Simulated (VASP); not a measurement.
# Zr2N (P4_2/mnm) in VASP: a series of runs

The runs below take Zr2N through single point, with PBEsol, LDA, r2SCAN.

Everything below comes from runs of VASP 6.6.1. Logs are shortened: lines on timing, memory, paths and dates and some standing lists are left out, and cuts for length are marked.

## (1) The cell of the first run

It takes space group P4_2/mnm (No. 136, tetragonal). Conventional cell: a = 5.413 Å, b = 5.413 Å, c = 3.308 Å, α = 90.00°, β = 90.00°, γ = 90.00°. Zr (site symmetry m2m) has 3 N at 2.27 Å within 3.0 Å. Within 3.0 Å of N (site symmetry mmm) lie 6 Zr at 2.27 Å.

## (2) Single point, PBEsol

Contents of INCAR:

```
SYSTEM = Zr2N
ALGO = Normal ; EDIFF = 1E-6
ENCUT = 520 ; GGA = PS
ISIF = 2 ; ISMEAR = -1
LASPH = .True. ; LCHARG = .True.
LELF = .True. ; LREAL = .False.
LVHAR = .True. ; LWAVE = .False.
NBANDS = 38 ; NELM = 100
PREC = Accurate ; SIGMA = 0.15
```

Contents of KPOINTS:

```
k-points
0
Gamma
  3 3 4
  0 0 0
```

Contents of POSCAR:

```
Zr2N
1.0
    5.4130030000      0.0000000000      0.0000000000
    0.0000000000      5.4130030000      0.0000000000
    0.0000000000      0.0000000000      3.3077890000
Zr N
4 2
Direct
    0.2961250000      0.2961250000      0.0000000000
    0.7038750000      0.7038750000      0.0000000000
    0.7961250000      0.2038750000      0.5000000000
    0.2038750000      0.7961250000      0.5000000000
    0.0000000000      0.0000000000      0.0000000000
    0.5000000000      0.5000000000      0.5000000000
```

Potentials or basis: VASP PAW PBE potentials, release 64 (Zr_sv, N).

Launch:

```console
$ cat potpaw_PBE.64/Zr_sv/POTCAR potpaw_PBE.64/N/POTCAR > POTCAR
$ mpirun -np 1 vasp_std > vasp.out
```

OUTCAR:

```text
SYSTEM = Zr2N
   EDIFF = 1E-6
   ENCUT = 520
   GGA = PS
   ISIF = 2
   ISMEAR = -1
   LASPH = .True.
   LREAL = .False.
   NELM = 100
   PREC = Accurate

 ion  position               nearest neighbor table
   1  0.296  0.296  0.000-   5 2.27   6 2.27   6 2.27   2 3.12   4 3.21   3 3.21   4 3.21   3 3.21
                             4 3.21   4 3.21   3 3.21   3 3.21   2 3.89   2 3.89
   2  0.704  0.704  0.000-   5 2.27   6 2.27   6 2.27   1 3.12   4 3.21   3 3.21   4 3.21   3 3.21
                             3 3.21   3 3.21   4 3.21   4 3.21   1 3.89   1 3.89
   3  0.796  0.204  0.500-   6 2.27   5 2.27   5 2.27   4 3.12   1 3.21   1 3.21   2 3.21   2 3.21
                             2 3.21   2 3.21   1 3.21   1 3.21   4 3.89   4 3.89
   4  0.204  0.796  0.500-   6 2.27   5 2.27   5 2.27   3 3.12   1 3.21   1 3.21   2 3.21   2 3.21
                             1 3.21   1 3.21   2 3.21   2 3.21   3 3.89   3 3.89
   5  0.000  0.000  0.000-   1 2.27   2 2.27   3 2.27   4 2.27   3 2.27   4 2.27
   6  0.500  0.500  0.500-   3 2.27   4 2.27   1 2.27   2 2.27   1 2.27   2 2.27

  LATTYP: Found a simple tetragonal cell.
 ALAT       =     5.4130030000
 C/A-ratio  =     0.6110820556

  Lattice vectors:

 A1 = (   5.4130030000,   0.0000000000,   0.0000000000)
 A2 = (   0.0000000000,   5.4130030000,   0.0000000000)
 A3 = (   0.0000000000,   0.0000000000,   3.3077890000)

Analysis of symmetry for initial positions (statically):
=====================================================================
 Subroutine PRICEL returns:
 Original cell was already a primitive cell.

 Routine SETGRP: Setting up the symmetry group for a
 simple tetragonal supercell.

 Subroutine GETGRP returns: Found 16 space group operations
 (whereof  8 operations were pure point group operations)
 out of a pool of 16 trial point group operations.

The static configuration has the point symmetry D_2h.
 The point group associated with its full space group is D_4h.

Analysis of symmetry for dynamics (positions and initial velocities):
=====================================================================
 Subroutine PRICEL returns:
 Original cell was already a primitive cell.

 Routine SETGRP: Setting up the symmetry group for a
 simple tetragonal supercell.

 Subroutine GETGRP returns: Found 16 space group operations
 (whereof  8 operations were pure point group operations)
 out of a pool of 16 trial point group operations.

The dynamic configuration has the point symmetry D_2h.
 The point group associated with its full space group is D_4h.

 Subroutine INISYM returns: Found 16 space group operations
 (whereof  8 operations are pure point group operations),
 and found     1 'primitive' translations

----------------------------------------------------------------------------------------

                                     Primitive cell

  volume of cell :      96.9202

  direct lattice vectors                    reciprocal lattice vectors
     5.413003000  0.000000000  0.000000000     0.184740337  0.000000000  0.000000000
     0.000000000  5.413003000  0.000000000     0.000000000  0.184740337  0.000000000
     0.000000000  0.000000000  3.307789000     0.000000000  0.000000000  0.302316744

  length of vectors
     5.413003000  5.413003000  3.307789000     0.184740337  0.184740337  0.302316744

  position of ions in fractional coordinates (direct lattice)
     0.296125000  0.296125000  0.000000000
     0.703875000  0.703875000  0.000000000
     0.796125000  0.203875000  0.500000000
     0.203875000  0.796125000  0.500000000
     0.000000000  0.000000000  0.000000000
     0.500000000  0.500000000  0.500000000

  ion indices of the primitive-cell ions
   primitive index   ion index
                 1           1
                 2           2
                 3           3
                 4           4
                 5           5
                 6           6

----------------------------------------------------------------------------------------

 KPOINTS: k-points

Automatic generation of k-mesh.
 Grid dimensions read from file:
 generate k-points for:    3    3    4

 Generating k-lattice:

  Cartesian coordinates                     Fractional coordinates (reciprocal lattice)
     0.061580112  0.000000000  0.000000000     0.333333333  0.000000000  0.000000000
     0.000000000  0.061580112  0.000000000     0.000000000  0.333333333  0.000000000
     0.000000000  0.000000000  0.075579186     0.000000000  0.000000000  0.250000000

  Length of vectors
     0.061580112  0.061580112  0.075579186

  Shift w.r.t. Gamma in fractional coordinates (k-lattice)
     0.000000000  0.000000000  0.000000000

 Subroutine IBZKPT returns following result:
 ===========================================

 Found      9 irreducible k-points:

 Following reciprocal coordinates:
            Coordinates               Weight
  0.000000  0.000000  0.000000      1.000000
  0.333333  0.000000  0.000000      4.000000
  0.333333  0.333333  0.000000      4.000000
  0.000000  0.000000  0.250000      2.000000
  0.333333  0.000000  0.250000      8.000000
  0.333333  0.333333  0.250000      8.000000
  0.000000  0.000000  0.500000      1.000000
  0.333333  0.000000  0.500000      4.000000
  0.333333  0.333333  0.500000      4.000000
   k-points           NKPTS =      9   k-points in BZ     NKDIM =      9   number of bands    NBANDS=     38
   number of dos      NEDOS =    301   number of ions     NIONS =      6
   total plane-waves  NPLWV =  44800
   dimension x,y,z NGX =    40 NGY =   40 NGZ =   28
   dimension x,y,z NGXF=    80 NGYF=   80 NGZF=   56
   ions per type =               4   2
   NGX,Y,Z   is equivalent  to a cutoff of  12.28, 12.28, 14.07 a.u.
   NGXF,Y,Z  is equivalent  to a cutoff of  24.57, 24.57, 28.15 a.u.
 SYSTEM =  Zr2N
   PREC   = accura    normal or accurate (medium, high low for compatibility)
   ISTART =      0    job   : 0-new  1-cont  2-samecut
   ICHARG =      2    charge: 1-file 2-atom 10-const
   ISPIN  =      1    spin polarized calculation?
   LNONCOLLINEAR =      F non collinear calculations
   LSORBIT =      F    spin-orbit coupling
   LASPH  =      T    aspherical Exc in radial PAW
   ENCUT  =  520.0 eV  38.22 Ry    6.18 a.u.  10.06 10.06  6.15*2*pi/ulx,y,z
   NELM   =    100;   NELMIN=  2; NELMDL= -5     # of ELM steps
   EDIFF  = 0.1E-05   stopping-criterion for ELM
   LREAL  =      F    real-space projection
[... 7 lines left out ...]
   TEBEG  =    0.0;   TEEND  =   0.0 temperature during run
   PSTRESS=    0.0 pullay stress
   NELECT =      58.0000    total number of electrons
   NUPDOWN=      -1.0000    fix difference up-down
   EMIN   =  10.00;   EMAX   =-10.00  energy-range for DOS
   EFERMI =   0.00;   METHOD = LEGACY
   ISMEAR =    -1;   SIGMA  =   0.15  broadening in eV -4-tet -1-fermi 0-gaus
   EFERMI_NEDOS =   21; number of points for ismear=-14 and -15
   IALGO  =     38    algorithm
   IMIX   =      4    mixing-type and parameters
     AMIX     =   0.40;   BMIX     =  1.00
     AMIX_MAG =   1.60;   BMIX_MAG =  1.00
  volume/ion in A,a.u.               =      16.15       109.01
  Fermi-wavevector in a.u.,A,eV,Ry     =   1.379577  2.607023 25.895066  1.903234
  Thomas-Fermi vector in A             =   2.504534
   LORBIT       =      0    0 simple, 1 ext, 2 COOP (PROOUT), +10 PAW based schemes
   GGA     = PS    functional components
   LHFCALC =     F    Hartree Fock is set to
   AEXX    =    0.0000 exact exchange contribution
   IVDW    =     0    specifies the selected vdW correction
   LEPSILON=     F    determine dielectric tensor
   LRPA    =     F    only Hartree local field effects (RPA)
 non-spin polarized calculation
  energy-cutoff  :      520.00
  volume of cell :       96.92
 maximum number of plane-waves:      2626
   NGX = 21   NGY = 21   NGZ = 13

 number of electron      58.0000001 magnetization

 Free energy of the ion-electron system (eV)
  ---------------------------------------------------
  ext. energy  EPLUGINS =         0.00000000
  ---------------------------------------------------
  free energy    TOTEN  =       -61.87376289 eV

  energy without entropy =      -61.60949181  energy(sigma->0) =      -61.74162735

 E-fermi :   9.6115     XC(G=0): -11.8288

 val. band max:        9.5025708311   @ k =   0.3333   0.0000   0.2500
 cond. band min:       9.6656277388   @ k =   0.3333   0.3333   0.2500
 fundamental gap:      0.1630569077
 Fermi energy:         9.6115171402

 k-point     1 :       0.0000    0.0000    0.0000
  band No.  band energies     occupation
      1     -39.0272      2.00000
      2     -38.8869      2.00000
      3     -38.8869      2.00000
      4     -38.8289      2.00000
      5     -17.9597      2.00000
      6     -17.3750      2.00000
[... 30 lines left out ...]
     37      12.4338      0.00000
     38      12.4338      0.00000

 k-point     2 :       0.3333    0.0000    0.0000
  band No.  band energies     occupation
      1     -38.9946      2.00000
      2     -38.9256      2.00000
      3     -38.8703      2.00000
      4     -38.8402      2.00000
      5     -17.7913      2.00000
      6     -17.4714      2.00000
[... 30 lines left out ...]
     37      12.6203      0.00000
     38      13.3979      0.00000

 k-point     3 :       0.3333    0.3333    0.0000
  band No.  band energies     occupation
      1     -38.9664      2.00000
      2     -38.9165      2.00000
      3     -38.8900      2.00000
      4     -38.8588      2.00000
      5     -17.6406      2.00000
      6     -17.4170      2.00000
[... 30 lines left out ...]
     37      12.5880      0.00000
[... 166 lines left out ...]
 k-point     8 :       0.3333    0.0000    0.5000
  band No.  band energies     occupation
      1     -38.8904      2.00000
      2     -38.8904      2.00000
      3     -38.8537      2.00000
      4     -38.8537      2.00000
      5     -17.5465      2.00000
      6     -17.5465      2.00000
[... 30 lines left out ...]
     37      14.1189      0.00000
     38      14.1189      0.00000

 k-point     9 :       0.3333    0.3333    0.5000
  band No.  band energies     occupation
      1     -38.8893      2.00000
      2     -38.8890      2.00000
      3     -38.8551      2.00000
      4     -38.8547      2.00000
      5     -17.7202      2.00000
      6     -17.6697      2.00000
[... 30 lines left out ...]
     37      14.0250      0.00000
     38      14.0610      0.00000

------------------------ aborting loop because EDIFF is reached ----------------------------------------

  FORCE on cell =-STRESS in cart. coord.  units (eV):
  Direction    XX          YY          ZZ          XY          YZ          ZX
  --------------------------------------------------------------------------------------
  -------------------------------------------------------------------------------------
  Total       -2.7602700     -2.7602700     -3.0699316     -0.0000000      0.0000000      0.0000000
  in kB      -45.6297205    -45.6297205    -50.7487032     -0.0000000      0.0000000      0.0000000
  external PRESSURE =     -47.3360480 kB  Pullay stress =       0.0000000 kB

 VOLUME and BASIS-vectors are now :
 -----------------------------------------------------------------------------
  energy-cutoff  :      520.00
  volume of cell :       96.92
      direct lattice vectors                 reciprocal lattice vectors
     5.413003000  0.000000000  0.000000000     0.184740337  0.000000000  0.000000000
     0.000000000  5.413003000  0.000000000     0.000000000  0.184740337  0.000000000
     0.000000000  0.000000000  3.307789000     0.000000000  0.000000000  0.302316744

 POSITION                                       TOTAL-FORCE (eV/Angst)
 -----------------------------------------------------------------------------------
      1.60293      1.60293      0.00000        -0.001540     -0.001540     -0.000000
      3.81008      3.81008      0.00000         0.001540      0.001540      0.000000
      4.30943      1.10358      1.65389        -0.001540      0.001540      0.000000
      1.10358      4.30943      1.65389         0.001540     -0.001540     -0.000000
      0.00000      0.00000      0.00000         0.000000     -0.000000      0.000000
      2.70650      2.70650      1.65389         0.000000     -0.000000      0.000000
 -----------------------------------------------------------------------------------
    total drift:                                0.000000     -0.000000      0.000000

  FREE ENERGIE OF THE ION-ELECTRON SYSTEM (eV)
  ---------------------------------------------------
  free  energy   TOTEN  =       -61.8737628896 eV

  energy  without entropy=      -61.6094918124  energy(sigma->0) =      -61.74162735
```

It took 16 s on 1 thread of Intel Xeon 6975P-C (Granite Rapids), shared host; peak memory 0.2 GiB.

What came out:

```
Free energy            : -61.8738 eV
Pressure               : -4.7 GPa
Band gap on the k mesh : zero (bands 29 and 30 overlap by 2.17 eV)
```

Forces in eV/Å, atoms in the order of the input:
```
Zr  -0.002 -0.002  0.000
Zr   0.002  0.002  0.000
Zr  -0.002  0.002  0.000
Zr   0.002 -0.002  0.000
N    0.000  0.000  0.000
N    0.000  0.000  0.000
```

Stress tensor (GPa, compression positive):
```
-4.56  0.00  0.00
 0.00 -4.56  0.00
 0.00  0.00 -5.07
```

Levels at points of the mesh, in eV from the Fermi level:
```tsv
k point	band 28	band 29	band 30	band 31	band 32	band 33
(0.00, 0.00, 0.00)	0.52	0.68	0.97	0.97	1.23	1.31
(0.00, 0.00, 0.50)	-1.17	-1.16	-1.16	1.87	1.87	3.01
```

Caveat: the k points lie up to 0.47 Å⁻¹ apart, too coarse for converged energies and pressures of a metal; the PAW data sets were made with another functional, which shifts forces and pressure a little.

[end of part 1 of 2]
